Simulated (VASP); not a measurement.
# Ta in VASP: further runs

Ta is run at these levels: PBEsol; tasks: single point.

Everything below comes from runs of VASP 6.6.1. Logs are shortened: lines on timing, memory, paths and dates and some standing lists are left out, and cuts for length are marked.

## 1. The cell of the first run

The structure is tetragonal, space group I4/mmm (No. 139). Conventional cell: a = 3.303 Å, b = 3.303 Å, c = 3.435 Å, α = 90.00°, β = 90.00°, γ = 90.00°. Within 3.8 Å of Ta (site symmetry 4/mmm) lie 14 Ta at 2.90 to 3.43 Å.

## 2. Single point, PBEsol (strain +0.000 along x and y, +0.040 along z)

Contents of INCAR:

```
PREC = Accurate ; ENCUT = 520
EDIFF = 1E-7 ; ISMEAR = 0
SIGMA = 0.15 ; LREAL = F
LASPH = T ; NELM = 100
ALGO = Fast ; ISIF = 2
LWAVE = F ; LCHARG = F
GGA = PS ; NBANDS = 12
```

Contents of KPOINTS:

```
Automatic mesh
0
Gamma
  20 20 20
```

Contents of POSCAR:

```
Ta
1.0
   -1.6512800000      1.6512800000      1.7173312000
    1.6512800000     -1.6512800000      1.7173312000
    1.6512800000      1.6512800000     -1.7173312000
Ta
1
Direct
    0.0000000000      0.0000000000      0.0000000000
```

Potentials or basis: VASP PAW PBE potentials, release 64 (Ta_pv).

Run with:

```console
> cat potpaw_PBE.64/Ta_pv/POTCAR > POTCAR
> mpirun -np 1 vasp_std > vasp.out
```

OUTCAR:

```text
PREC = Accurate
   ENCUT = 520
   EDIFF = 1E-7
   ISMEAR = 0
   LREAL = F
   LASPH = T
   NELM = 100
   ISIF = 2
   GGA = PS

 ion  position               nearest neighbor table
   1  0.000  0.000  0.000-

  LATTYP: Found a body centered tetragonal cell.
 ALAT       =     3.3025600000
 C/A-ratio  =     1.0400000000

  Lattice vectors:

 A1 = (  -1.6512800000,   1.6512800000,   1.7173312000)
 A2 = (   1.6512800000,  -1.6512800000,   1.7173312000)
 A3 = (   1.6512800000,   1.6512800000,  -1.7173312000)

Analysis of symmetry for initial positions (statically):
=====================================================================
 Subroutine PRICEL returns:
 Original cell was already a primitive cell.

 Routine SETGRP: Setting up the symmetry group for a
 body centered tetragonal supercell.

 Subroutine GETGRP returns: Found 16 space group operations
 (whereof 16 operations were pure point group operations)
 out of a pool of 16 trial point group operations.

The static configuration has the point symmetry D_4h.

Analysis of symmetry for dynamics (positions and initial velocities):
=====================================================================
 Subroutine PRICEL returns:
 Original cell was already a primitive cell.

 Routine SETGRP: Setting up the symmetry group for a
 body centered tetragonal supercell.

 Subroutine GETGRP returns: Found 16 space group operations
 (whereof 16 operations were pure point group operations)
 out of a pool of 16 trial point group operations.

The dynamic configuration has the point symmetry D_4h.

 Subroutine INISYM returns: Found 16 space group operations
 (whereof 16 operations are pure point group operations),
 and found     1 'primitive' translations

----------------------------------------------------------------------------------------

                                     Primitive cell

  volume of cell :      18.7308

  direct lattice vectors                    reciprocal lattice vectors
    -1.651280000  1.651280000  1.717331200     0.000000000  0.302795407  0.291149430
     1.651280000 -1.651280000  1.717331200     0.302795407  0.000000000  0.291149430
     1.651280000  1.651280000 -1.717331200     0.302795407  0.302795407  0.000000000

  length of vectors
     2.898737264  2.898737264  2.898737264     0.420063149  0.420063149  0.428217371

  position of ions in fractional coordinates (direct lattice)
     0.000000000  0.000000000  0.000000000

  ion indices of the primitive-cell ions
   primitive index   ion index
                 1           1

----------------------------------------------------------------------------------------

 KPOINTS: Automatic mesh

Automatic generation of k-mesh.
 Grid dimensions read from file:
 generate k-points for:   20   20   20

 Generating k-lattice:

  Cartesian coordinates                     Fractional coordinates (reciprocal lattice)
     0.000000000  0.015139770  0.014557471     0.050000000  0.000000000 -0.000000000
     0.015139770  0.000000000  0.014557471     0.000000000  0.050000000 -0.000000000
     0.015139770  0.015139770  0.000000000     0.000000000  0.000000000  0.050000000

  Length of vectors
     0.021003157  0.021003157  0.021410869

  Shift w.r.t. Gamma in fractional coordinates (k-lattice)
     0.000000000  0.000000000  0.000000000

 Subroutine IBZKPT returns following result:
 ===========================================

 Found    641 irreducible k-points:

 Following reciprocal coordinates:
            Coordinates               Weight
  0.000000  0.000000  0.000000      1.000000
  0.050000  0.000000 -0.000000      8.000000
  0.100000  0.000000 -0.000000      8.000000
  0.150000  0.000000 -0.000000      8.000000
  0.200000  0.000000 -0.000000      8.000000
  0.250000  0.000000  0.000000      8.000000
[... 16 lines left out ...]
 -0.400000  0.050000  0.000000     16.000000
 -0.350000  0.050000  0.000000     16.000000
 [... further k-points ...]
   k-points           NKPTS =    641   k-points in BZ     NKDIM =    641   number of bands    NBANDS=     12
   number of dos      NEDOS =    301   number of ions     NIONS =      1
   total plane-waves  NPLWV =  13824
   dimension x,y,z NGX =    24 NGY =   24 NGZ =   24
   dimension x,y,z NGXF=    48 NGYF=   48 NGZF=   48
   ions per type =               1
   NGX,Y,Z   is equivalent  to a cutoff of  13.76, 13.76, 13.76 a.u.
   NGXF,Y,Z  is equivalent  to a cutoff of  27.53, 27.53, 27.53 a.u.
 SYSTEM =  unknown system
   PREC   = accura    normal or accurate (medium, high low for compatibility)
   ISTART =      0    job   : 0-new  1-cont  2-samecut
   ICHARG =      2    charge: 1-file 2-atom 10-const
   ISPIN  =      1    spin polarized calculation?
   LNONCOLLINEAR =      F non collinear calculations
   LSORBIT =      F    spin-orbit coupling
   LASPH  =      T    aspherical Exc in radial PAW
   ENCUT  =  520.0 eV  38.22 Ry    6.18 a.u.   5.39  5.39  5.39*2*pi/ulx,y,z
   NELM   =    100;   NELMIN=  2; NELMDL= -5     # of ELM steps
   EDIFF  = 0.1E-06   stopping-criterion for ELM
   LREAL  =      F    real-space projection
   EDIFFG = 0.1E-05   stopping-criterion for IOM
   NSW    =      0    number of steps for IOM
   IBRION =     -1    ionic relax: 0-MD 1-quasi-New 2-CG
   NFREE  =      0    steps in history (QN), initial steepest desc. (CG)
   ISIF   =      2    stress and relaxation
   ISYM   =      2    0-nonsym 1-usesym 2-fastsym
   POTIM  = 0.5000    time-step for ionic-motion
   TEBEG  =    0.0;   TEEND  =   0.0 temperature during run
   PSTRESS=    0.0 pullay stress
   NELECT =      11.0000    total number of electrons
   NUPDOWN=      -1.0000    fix difference up-down
   EMIN   =  10.00;   EMAX   =-10.00  energy-range for DOS
   EFERMI =   0.00;   METHOD = LEGACY
   ISMEAR =     0;   SIGMA  =   0.15  broadening in eV -4-tet -1-fermi 0-gaus
   EFERMI_NEDOS =   21; number of points for ismear=-14 and -15
   IALGO  =     68    algorithm
   IMIX   =      4    mixing-type and parameters
     AMIX     =   0.40;   BMIX     =  1.00
     AMIX_MAG =   1.60;   BMIX_MAG =  1.00
  volume/ion in A,a.u.               =      18.73       126.40
  Fermi-wavevector in a.u.,A,eV,Ry     =   1.370947  2.590714 25.572079  1.879495
  Thomas-Fermi vector in A             =   2.496687
   LORBIT       =      0    0 simple, 1 ext, 2 COOP (PROOUT), +10 PAW based schemes
   GGA     = PS    functional components
   LHFCALC =     F    Hartree Fock is set to
   AEXX    =    0.0000 exact exchange contribution
   IVDW    =     0    specifies the selected vdW correction
   LEPSILON=     F    determine dielectric tensor
   LRPA    =     F    only Hartree local field effects (RPA)
 non-spin polarized calculation
 RMM-DIIS sequential band-by-band and
 Gauss-broadening in eV      SIGMA  =   0.15
  energy-cutoff  :      520.00
  volume of cell :       18.73
 maximum number of plane-waves:       523
 NGX is ok and might be reduce to    24
   NGX = 11   NGY = 11   NGZ = 11

 number of electron      10.9999999 magnetization

 Free energy of the ion-electron system (eV)
  ---------------------------------------------------
  ext. energy  EPLUGINS =         0.00000000
  ---------------------------------------------------
  free energy    TOTEN  =       -12.51617325 eV

  energy without entropy =      -12.50073036  energy(sigma->0) =      -12.50845180

 E-fermi :   5.0114     XC(G=0): -12.5292

 val. band max:        5.0108113288   @ k =   0.4500   0.3500   0.0000
 cond. band min:       5.0149298388   @ k =  -0.1500  -0.3500   0.1500
 fundamental gap:      0.0041185100
 Fermi energy:         5.0114451734

 k-point     1 :       0.0000    0.0000    0.0000
  band No.  band energies     occupation
      1     -28.1782      2.00000
      2     -28.1706      2.00000
      3     -28.1706      2.00000
      4      -2.7658      2.00000
      5       5.5885      0.00000
      6       5.5885      0.00000
      7       6.0484      0.00000
      8       8.5298      0.00000
      9       9.1550      0.00000
     10      19.4344      0.00000
     11      20.1095      0.00000
     12      20.1095      0.00000

 k-point     2 :       0.0500    0.0000   -0.0000
  band No.  band energies     occupation
      1     -28.2024      2.00000
      2     -28.1789      2.00000
      3     -28.1740      2.00000
      4      -2.6599      2.00000
      5       5.5736      0.00000
      6       5.5984      0.00000
      7       6.0750      0.00000
      8       8.4501      0.00000
      9       9.1191      0.00000
     10      19.6221      0.00000
     11      20.2883      0.00000
     12      20.2939      0.00000

 k-point     3 :       0.1000    0.0000   -0.0000
  band No.  band energies     occupation
      1     -28.2812      2.00000
      2     -28.2026      2.00000
      3     -28.1742      2.00000
      4      -2.3505      2.00000
      5       5.5092      0.00000
      6       5.5095      0.00000
      7       6.2839      0.00000
      8       8.2494      0.00000
      9       9.0574      0.00000
     10      20.0165      0.00000
     11      20.8327      0.00000
     12      20.8432      0.00000
[... 286 lines left out ...]
 k-point    23 :      -0.4000    0.0500    0.0000
  band No.  band energies     occupation
      1     -29.0694      2.00000
      2     -28.4546      2.00000
      3     -28.1854      2.00000
      4       0.6916      2.00000
      5       3.9855      2.00000
      6       5.1822      0.10736
      7       8.3918      0.00000
      8       9.5737      0.00000
      9      10.8704      0.00000
     10      17.5391      0.00000
     11      17.9433      0.00000
     12      19.5491      0.00000

 k-point    24 :      -0.3500    0.0500    0.0000
  band No.  band energies     occupation
      1     -28.9480      2.00000
      2     -28.4124      2.00000
      3     -28.1859      2.00000
      4       0.3691      2.00000
      5       4.2064      2.00000
      6       4.8198      1.92927
      7       8.2433      0.00000
      8       9.4187      0.00000
      9       9.8340      0.00000
     10      18.7110      0.00000
     11      18.8398      0.00000
     12      19.5725      0.00000

 [... further k-points ...]

------------------------ aborting loop because EDIFF is reached ----------------------------------------

  FORCE on cell =-STRESS in cart. coord.  units (eV):
  Direction    XX          YY          ZZ          XY          YZ          ZX
  --------------------------------------------------------------------------------------
  -------------------------------------------------------------------------------------
  Total       -1.0896237     -1.0896237     -1.5514213      0.0000000     -0.0000000      0.0000000
  in kB      -93.2033699    -93.2033699   -132.7042562      0.0000000     -0.0000000      0.0000000
  external PRESSURE =    -106.3703320 kB  Pullay stress =       0.0000000 kB

 VOLUME and BASIS-vectors are now :
 -----------------------------------------------------------------------------
  energy-cutoff  :      520.00
  volume of cell :       18.73
      direct lattice vectors                 reciprocal lattice vectors
    -1.651280000  1.651280000  1.717331200     0.000000000  0.302795407  0.291149430
     1.651280000 -1.651280000  1.717331200     0.302795407  0.000000000  0.291149430
     1.651280000  1.651280000 -1.717331200     0.302795407  0.302795407  0.000000000

 POSITION                                       TOTAL-FORCE (eV/Angst)
 -----------------------------------------------------------------------------------
      0.00000      0.00000      0.00000         0.000000     -0.000000      0.000000
 -----------------------------------------------------------------------------------
    total drift:                                0.000000      0.000000      0.000000

  FREE ENERGIE OF THE ION-ELECTRON SYSTEM (eV)
  ---------------------------------------------------
  free  energy   TOTEN  =       -12.5161732518 eV

  energy  without entropy=      -12.5007303573  energy(sigma->0) =      -12.50845180
```

It took 3.2 min on 1 thread of Intel Xeon 8259CL, shared host; peak memory 0.26 GiB.

Results:

| Quantity | Value |
| --- | --- |
| Free energy | -12.5162 eV |
| Pressure | -10.6 GPa |
| Band gap on the k mesh | zero (an odd number of electrons rules out a gap without spin polarisation) |

Levels at points of the mesh, in eV from the Fermi level:
| k point | band 4 | band 5 | band 6 | band 7 | band 8 | band 9 |
| --- | --- | --- | --- | --- | --- | --- |
| (0.00, 0.00, 0.00) | -7.78 | 0.58 | 0.58 | 1.04 | 3.52 | 4.14 |
| (0.50, 0.00, 0.00) | -4.23 | -1.27 | 1.36 | 3.40 | 4.68 | 7.37 |
| (0.50, 0.50, 0.00) | -4.20 | -1.75 | 1.63 | 4.12 | 4.91 | 7.49 |
| (0.50, 0.50, 0.50) | -3.64 | -3.53 | 6.42 | 6.58 | 6.58 | 7.66 |

Caveat: the cell differs from its parent crystal (strain +0.000 along x and y, +0.040 along z); the cell stands under tension; the PAW data sets were made with another functional, which shifts forces and pressure a little; spin-orbit coupling is left out, which moves the levels of the heavy elements.

(Continued in part 2 of 3.)

The gap in the log of VASP goes by the Fermi energy; the results here count the filled bands.